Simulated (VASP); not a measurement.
# GaN (P6_3/mmc) in VASP: settings compared

Aim: see how the results for GaN move with the level of theory and the settings. Levels: r2SCAN, PBE. Tasks: single point, relaxation of cell and atoms.

Program: VASP 6.6.1. These are calculated values, not measurements. Logs are shortened: lines on timing, memory, paths and dates and some standing lists are left out, and cuts for length are marked.

### Step 1. The cell of the first run

The structure is hexagonal, space group P6_3/mmc (No. 194). The conventional cell has a = 3.300 Å, b = 3.300 Å, c = 4.756 Å, α = 90.00°, β = 90.00°, γ = 120.00°. Within 2.5 Å of Ga (site symmetry -6m2) lie 5 N at 1.91 to 2.38 Å. Within 2.5 Å of N (site symmetry -6m2) lie 5 Ga at 1.91 to 2.38 Å.

### Step 2. Single point, r2SCAN

Contents of POSCAR:

```
GaN
1.0
    3.3000348257      0.0000000000      0.0000000000
   -1.6500174128      2.8579139924      0.0000000000
    0.0000000000      0.0000000000      4.7558746756
Ga N
2 2
Direct
    0.3333333333      0.6666666667      0.2500000000
    0.6666666667      0.3333333333      0.7500000000
    0.6666666667      0.3333333333      0.2500000000
    0.3333333333      0.6666666667      0.7500000000
```

Contents of INCAR.step1:

```
  PREC = Accurate
  ENCUT = 520
  ISMEAR = -1
  SIGMA = 0.02
  LREAL = F
  LASPH = T
  NELM = 80
  NBANDS = 26
  GGA = PE
  ALGO = Normal
  EDIFF = 1E-4
  LWAVE = T
  LCHARG = F
```

Contents of INCAR.step2:

```
  PREC = Accurate
  ENCUT = 520
  EDIFF = 1E-6
  ISMEAR = -1
  SIGMA = 0.02
  LREAL = F
  LASPH = T
  NELM = 80
  ALGO = Normal
  ISIF = 2
  LWAVE = F
  LCHARG = F
  METAGGA = R2SCAN
  LMIXTAU = T
  NBANDS = 26
  ISTART = 1
```

Contents of KPOINTS:

```
regular mesh
0
Gamma
  12 12 6
```

Potentials or basis: VASP PAW PBE potentials, release 64 (Ga_d, N).

Command:

```sh
> cat potpaw_PBE.64/Ga_d/POTCAR potpaw_PBE.64/N/POTCAR > POTCAR
> cp INCAR.step1 INCAR
> mpirun -np 1 vasp_std > vasp.out
> cp INCAR.step2 INCAR
> mpirun -np 1 vasp_std > vasp.out
```

OUTCAR:

```text
PREC = Accurate
   ENCUT = 520
   EDIFF = 1E-6
   ISMEAR = -1
   LREAL = F
   LASPH = T
   NELM = 80
   ISIF = 2
   METAGGA = R2SCAN
   ISTART = 1

 ion  position               nearest neighbor table
   1  0.333  0.667  0.250-   3 1.91   3 1.91   3 1.91
   2  0.667  0.333  0.750-   4 1.91   4 1.91   4 1.91
   3  0.667  0.333  0.250-   1 1.91   1 1.91   1 1.91
   4  0.333  0.667  0.750-   2 1.91   2 1.91   2 1.91

  LATTYP: Found a hexagonal cell.
 ALAT       =     3.3000348257
 C/A-ratio  =     1.4411589352

  Lattice vectors:

 A1 = (   3.3000348257,   0.0000000000,   0.0000000000)
 A2 = (  -1.6500174128,   2.8579139924,   0.0000000000)
 A3 = (   0.0000000000,   0.0000000000,   4.7558746756)

Analysis of symmetry for initial positions (statically):
=====================================================================
 Subroutine PRICEL returns:
 Original cell was already a primitive cell.

 Routine SETGRP: Setting up the symmetry group for a
 hexagonal supercell.

 Subroutine GETGRP returns: Found 24 space group operations
 (whereof 12 operations were pure point group operations)
 out of a pool of 24 trial point group operations.

The static configuration has the point symmetry D_3d.
 The point group associated with its full space group is D_6h.

Analysis of symmetry for dynamics (positions and initial velocities):
=====================================================================
 Subroutine PRICEL returns:
 Original cell was already a primitive cell.

 Routine SETGRP: Setting up the symmetry group for a
 hexagonal supercell.

 Subroutine GETGRP returns: Found 24 space group operations
 (whereof 12 operations were pure point group operations)
 out of a pool of 24 trial point group operations.

The dynamic configuration has the point symmetry D_3d.
 The point group associated with its full space group is D_6h.

 Subroutine INISYM returns: Found 24 space group operations
 (whereof 12 operations are pure point group operations),
 and found     1 'primitive' translations

----------------------------------------------------------------------------------------

                                     Primitive cell

  volume of cell :      44.8537

  direct lattice vectors                    reciprocal lattice vectors
     3.300034826  0.000000000  0.000000000     0.303027105  0.174952781  0.000000000
    -1.650017413  2.857913992  0.000000000     0.000000000  0.349905561  0.000000000
     0.000000000  0.000000000  4.755874676     0.000000000  0.000000000  0.210266264

  length of vectors
     3.300034826  3.300034826  4.755874676     0.349905561  0.349905561  0.210266264

  position of ions in fractional coordinates (direct lattice)
     0.333333333  0.666666667  0.250000000
     0.666666667  0.333333333  0.750000000
     0.666666667  0.333333333  0.250000000
     0.333333333  0.666666667  0.750000000

  ion indices of the primitive-cell ions
   primitive index   ion index
                 1           1
                 2           2
                 3           3
                 4           4

----------------------------------------------------------------------------------------

 KPOINTS: regular mesh

Automatic generation of k-mesh.
 Grid dimensions read from file:
 generate k-points for:   12   12    6

 Generating k-lattice:

  Cartesian coordinates                     Fractional coordinates (reciprocal lattice)
     0.025252259  0.014579398  0.000000000     0.083333333  0.000000000  0.000000000
     0.000000000  0.029158797  0.000000000     0.000000000  0.083333333  0.000000000
     0.000000000  0.000000000  0.035044377     0.000000000  0.000000000  0.166666667

  Length of vectors
     0.029158797  0.029158797  0.035044377

  Shift w.r.t. Gamma in fractional coordinates (k-lattice)
     0.000000000  0.000000000  0.000000000

 Subroutine IBZKPT returns following result:
 ===========================================

 Found     76 irreducible k-points:

 Following reciprocal coordinates:
            Coordinates               Weight
  0.000000  0.000000  0.000000      1.000000
  0.083333  0.000000  0.000000      6.000000
  0.166667  0.000000  0.000000      6.000000
  0.250000  0.000000  0.000000      6.000000
  0.333333  0.000000  0.000000      6.000000
  0.416667 -0.000000  0.000000      6.000000
[... 16 lines left out ...]
  0.250000  0.000000  0.166667     12.000000
  0.333333  0.000000  0.166667     12.000000
 [... further k-points ...]
   k-points           NKPTS =     76   k-points in BZ     NKDIM =     76   number of bands    NBANDS=     26
   number of dos      NEDOS =    301   number of ions     NIONS =      4
   total plane-waves  NPLWV =  28224
   dimension x,y,z NGX =    28 NGY =   28 NGZ =   36
   dimension x,y,z NGXF=    56 NGYF=   56 NGZF=   72
   ions per type =               2   2
   NGX,Y,Z   is equivalent  to a cutoff of  14.11, 14.11, 12.58 a.u.
   NGXF,Y,Z  is equivalent  to a cutoff of  28.21, 28.21, 25.17 a.u.
 SYSTEM =  unknown system
   PREC   = accura    normal or accurate (medium, high low for compatibility)
   ISTART =      1    job   : 0-new  1-cont  2-samecut
   ICHARG =      0    charge: 1-file 2-atom 10-const
   ISPIN  =      1    spin polarized calculation?
   LNONCOLLINEAR =      F non collinear calculations
   LSORBIT =      F    spin-orbit coupling
   LASPH  =      T    aspherical Exc in radial PAW
   ENCUT  =  520.0 eV  38.22 Ry    6.18 a.u.   6.14  6.14  8.84*2*pi/ulx,y,z
   NELM   =     80;   NELMIN=  2; NELMDL=  0     # of ELM steps
   EDIFF  = 0.1E-05   stopping-criterion for ELM
   LREAL  =      F    real-space projection
   EDIFFG = 0.1E-04   stopping-criterion for IOM
   NSW    =      0    number of steps for IOM
   IBRION =     -1    ionic relax: 0-MD 1-quasi-New 2-CG
   NFREE  =      0    steps in history (QN), initial steepest desc. (CG)
   ISIF   =      2    stress and relaxation
   ISYM   =      2    0-nonsym 1-usesym 2-fastsym
   POTIM  = 0.5000    time-step for ionic-motion
   TEBEG  =    0.0;   TEEND  =   0.0 temperature during run
   PSTRESS=    0.0 pullay stress
   NELECT =      36.0000    total number of electrons
   NUPDOWN=      -1.0000    fix difference up-down
   EMIN   =  10.00;   EMAX   =-10.00  energy-range for DOS
   EFERMI =   0.00;   METHOD = LEGACY
   ISMEAR =    -1;   SIGMA  =   0.02  broadening in eV -4-tet -1-fermi 0-gaus
   EFERMI_NEDOS =   21; number of points for ismear=-14 and -15
   IALGO  =     38    algorithm
   IMIX   =      4    mixing-type and parameters
     AMIX     =   0.40;   BMIX     =  1.00
     AMIX_MAG =   1.60;   BMIX_MAG =  1.00
  volume/ion in A,a.u.               =      11.21        75.67
  Fermi-wavevector in a.u.,A,eV,Ry     =   1.521398  2.875026 31.492770  2.314653
  Thomas-Fermi vector in A             =   2.630119
   LORBIT       =      0    0 simple, 1 ext, 2 COOP (PROOUT), +10 PAW based schemes
   METAGGA = R2SCAN    functional components
   LHFCALC =     F    Hartree Fock is set to
   AEXX    =    0.0000 exact exchange contribution
   IVDW    =     0    specifies the selected vdW correction
   LEPSILON=     F    determine dielectric tensor
   LRPA    =     F    only Hartree local field effects (RPA)
 non-spin polarized calculation
  energy-cutoff  :      520.00
  volume of cell :       44.85
 maximum number of plane-waves:      1228
 NGX is ok and might be reduce to    28
   NGX = 13   NGY = 13   NGZ = 17

 number of electron      35.9999985 magnetization

 Free energy of the ion-electron system (eV)
  ---------------------------------------------------
  ext. energy  EPLUGINS =         0.00000000
  ---------------------------------------------------
  free energy    TOTEN  =       -42.82299228 eV

  energy without entropy =      -42.82299228  energy(sigma->0) =      -42.82299228

 E-fermi :   6.2559     XC(G=0): -12.7835

 val. band max:        5.8648298236   @ k =   0.0000   0.0000   0.0000
 cond. band min:       7.7409941200   @ k =   0.0000   0.0000   0.0000
 fundamental gap:      1.8761642964
 Fermi energy:         6.2559277699

 k-point     1 :       0.0000    0.0000    0.0000
  band No.  band energies     occupation
      1     -11.6462      2.00000
      2     -10.6114      2.00000
      3      -8.7183      2.00000
      4      -8.7183      2.00000
      5      -8.7113      2.00000
      6      -8.7113      2.00000
[... 18 lines left out ...]
     25      16.9535      0.00000
     26      19.3102      0.00000

 k-point     2 :       0.0833    0.0000    0.0000
  band No.  band energies     occupation
      1     -11.5760      2.00000
      2     -10.5856      2.00000
      3      -8.7199      2.00000
      4      -8.7035      2.00000
      5      -8.7010      2.00000
      6      -8.6949      2.00000
[... 18 lines left out ...]
     25      17.2094      0.00000
     26      18.5622      0.00000

 k-point     3 :       0.1667    0.0000    0.0000
  band No.  band energies     occupation
      1     -11.3802      2.00000
      2     -10.5191      2.00000
      3      -8.7128      2.00000
      4      -8.6759      2.00000
      5      -8.6549      2.00000
      6      -8.6477      2.00000
[... 18 lines left out ...]
     25      17.4153      0.00000
     26      17.9191      0.00000

 k-point     4 :       0.2500    0.0000    0.0000
  band No.  band energies     occupation
      1     -11.1068      2.00000
      2     -10.4393      2.00000
      3      -8.6836      2.00000
      4      -8.6197      2.00000
      5      -8.5929      2.00000
      6      -8.5790      2.00000
[... 18 lines left out ...]
     25      17.2909      0.00000
     26      18.9500      0.00000
[... 496 lines left out ...]
      1     -11.2875      2.00000
      2     -10.5325      2.00000
      3      -8.7170      2.00000
      4      -8.6838      2.00000
      5      -8.6650      2.00000
      6      -8.6550      2.00000
[... 18 lines left out ...]
     25      16.7473      0.00000
     26      17.5190      0.00000

 k-point    23 :       0.2500    0.0000    0.1667
  band No.  band energies     occupation
      1     -11.0245      2.00000
      2     -10.4416      2.00000
      3      -8.6879      2.00000
      4      -8.6337      2.00000
      5      -8.6064      2.00000
      6      -8.5900      2.00000
[... 18 lines left out ...]
     25      17.1611      0.00000
     26      18.3793      0.00000

 k-point    24 :       0.3333    0.0000    0.1667
  band No.  band energies     occupation
      1     -10.7652      2.00000
      2     -10.3673      2.00000
      3      -8.6557      2.00000
      4      -8.6005      2.00000
      5      -8.5639      2.00000
      6      -8.5491      2.00000
[... 18 lines left out ...]
     25      18.3061      0.00000
     26      18.9883      0.00000

 [... further k-points ...]

------------------------ aborting loop because EDIFF is reached ----------------------------------------

  FORCE on cell =-STRESS in cart. coord.  units (eV):
  Direction    XX          YY          ZZ          XY          YZ          ZX
  --------------------------------------------------------------------------------------
  -------------------------------------------------------------------------------------
  Total        0.4060816      0.4060816     -0.0211053      0.0000000     -0.0000000      0.0000000
  in kB       14.5052710     14.5052710     -0.7538831      0.0000000     -0.0000000      0.0000000
  external PRESSURE =       9.4188863 kB  Pullay stress =       0.0000000 kB

 VOLUME and BASIS-vectors are now :
 -----------------------------------------------------------------------------
  energy-cutoff  :      520.00
  volume of cell :       44.85
      direct lattice vectors                 reciprocal lattice vectors
     3.300034826  0.000000000  0.000000000     0.303027105  0.174952781  0.000000000
    -1.650017413  2.857913992  0.000000000     0.000000000  0.349905561  0.000000000
     0.000000000  0.000000000  4.755874676     0.000000000  0.000000000  0.210266264

 POSITION                                       TOTAL-FORCE (eV/Angst)
 -----------------------------------------------------------------------------------
     -0.00000      1.90528      1.18897         0.000000     -0.000000      0.000000
      1.65002      0.95264      3.56691        -0.000000     -0.000000      0.000000
      1.65002      0.95264      1.18897        -0.000000      0.000000     -0.000000
     -0.00000      1.90528      3.56691         0.000000     -0.000000     -0.000000
 -----------------------------------------------------------------------------------
    total drift:                                0.000000      0.000000     -0.000000

  FREE ENERGIE OF THE ION-ELECTRON SYSTEM (eV)
  ---------------------------------------------------
  free  energy   TOTEN  =       -42.8229922825 eV

  energy  without entropy=      -42.8229922825  energy(sigma->0) =      -42.82299228
```

Run time: 5.8 min. Hardware: 1 thread of Intel Xeon Platinum 8375C at 2.90GHz (Ice Lake), shared host; peak memory 0.22 GiB.

Results:

| Quantity | Value |
| --- | --- |
| Free energy | -42.8230 eV |
| Pressure | 0.9 GPa |
| Band gap on the k mesh | 1.88 eV |

Levels at points of the mesh, in eV from the valence-band top:
```csv
k point,band 15,band 16,band 17,band 18,band 19,band 20,band 21,band 22
"(0.00, 0.00, 0.00)",-2.12,-0.92,-0.92,0.00,1.88,2.56,8.95,8.95
"(0.50, 0.00, 0.00)",-4.09,-4.05,-2.19,-1.97,3.80,5.58,7.18,8.83
"(0.00, 0.00, 0.50)",-1.51,-1.51,-1.51,-1.51,4.05,4.05,8.60,8.60
"(0.50, 0.00, 0.50)",-3.20,-3.20,-1.21,-1.21,4.82,4.82,6.94,6.94
```

Caveat: the PAW data sets were made with another functional, which shifts forces and pressure a little.

(Continued in part 2 of 2.)
